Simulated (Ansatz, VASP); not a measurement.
## Re: VASP beside Ansatz

```
CELL_PARAMETERS angstrom
2.76080 0.00000 0.00000
-1.38040 2.39092 0.00000
0.00000 0.00000 4.27987
ATOMIC_POSITIONS crystal
Re 0.66667 0.33333 0.75000
Re 0.33333 0.66667 0.25000
```

Change from the starting cell: strain = -0.04.

Alike in both runs: task single point; functional PBE; k mesh 11 × 11 × 6; occupations fermi-dirac, width 0.05 eV; no spin polarisation.

|  | VASP | Ansatz |
| --- | --- | --- |
| version | VASP 6.6.1 | Ansatz 0.2.0 |
| potentials or method | VASP PAW PBE potentials, release 64 (Re), cutoff 600 eV | all-electron LAPW, scalar-relativistic |

Ansatz gave:

```
gap on the k mesh at the Fermi level (eV)                     : none
pressure (GPa)                                                : 24.0
traceless stress, the component that is largest in VASP (GPa) : 14.01
```

**Question.** Estimate VASP's values.

**Answer.** gap on the k mesh at the Fermi level (eV): none; pressure (GPa): 24.1; traceless stress, the component that is largest in VASP (GPa): 13.72.

A gap of «none» marks a metal or a gap that the smearing closes. Ansatz ran all-electron here, and VASP with PAW potentials.

Neither program's run includes spin-orbit coupling.
